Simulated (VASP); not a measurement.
Set up this calculation in VASP 6.6.1, as the native input.

| Item | Value |
| --- | --- |
| Task | single point |
| Functional | PBE |
| Potentials or basis | VASP PAW PBE potentials, release 64 (Be, C, O) |
| Cutoff | 520 eV |
| k mesh | 6 × 6 × 1 |
| Occupations | gaussian, width 0.1 eV |
| Spin | no spin polarisation |
| Dipole correction | yes |
| Further INCAR settings | LREAL = Auto; ALGO = Normal; EDIFF = 1e-06; NBANDS = 36 |

The structure of Be16CO lies in POSCAR:

```
Be16CO
1.0
    4.5254381410      0.0000000000      0.0000000000
   -2.2627190705      3.9191443934      0.0000000000
    0.0000000000      0.0000000000     23.4761687145
Be C O
16 1 1
Direct
    0.3333333333      0.1666666667      0.1703855535
    0.3333333333      0.6666666667      0.1703855535
    0.8333333333      0.1666666667      0.1703855535
    0.8333333333      0.6666666667      0.1703855535
    0.1666666667      0.3333333333      0.2463521558
    0.1666666667      0.8333333333      0.2463521558
    0.6666666667      0.3333333333      0.2463521558
    0.6666666667      0.8333333333      0.2463521558
    0.3333333333      0.1666666667      0.3241941575
    0.3333333333      0.6666666667      0.3241941575
    0.8333333333      0.1666666667      0.3241941575
    0.8333333333      0.6666666667      0.3241941575
    0.1666666667      0.3333333333      0.4036505628
    0.1666666667      0.8333333333      0.4036505628
    0.6666666667      0.3333333333      0.4036505628
    0.6666666667      0.8333333333      0.4036505628
    0.1666666667      0.3333333333      0.4641374343
    0.2049696816      0.2950303184      0.5118655782
```

These files were run (other wordings do the same):

INCAR

```
SYSTEM = Be16CO
PREC     = Accurate       ! precision mode
ENCUT    = 520            ! plane-wave cutoff, eV
EDIFF    = 1E-6           ! SCF threshold, eV
ISMEAR   = 0              ! smearing method
SIGMA    = 0.1            ! smearing width, eV
LREAL    = Auto         
LASPH    = .True.         ! aspherical terms in the spheres
NELM     = 80             ! most SCF steps
ALGO     = Normal         ! electronic algorithm
ISIF     = 2              ! what is computed and relaxed
LWAVE    = .False.        ! write WAVECAR
LCHARG   = .False.        ! write CHGCAR
LDIPOL   = .True.       
IDIPOL   = 3            
DIPOL    = 0.5 0.5 0.309
GGA      = PE             ! functional
NBANDS   = 36             ! bands
```

KPOINTS

```
Automatic mesh
0
Gamma
  6 6 1
  0 0 0
```

Potentials or basis: VASP PAW PBE potentials, release 64 (Be, C, O).

Run with:

```console
$ cat potpaw_PBE.64/Be/POTCAR potpaw_PBE.64/C/POTCAR potpaw_PBE.64/O/POTCAR > POTCAR
$ mpirun -np 1 vasp_std > vasp.out
```

Results of the run:

```json
{
  "Largest force": "6.548 eV/Å",
  "Band gap on the k mesh": "zero (band 21 reaches -1.13 eV, above the bottom of band 22 at -2.28 eV)"
}
```

It took 10 min on 1 thread of Intel(R) Xeon(R) Platinum 8488C (Sapphire Rapids), on a shared host, peak memory 0.56 GiB.
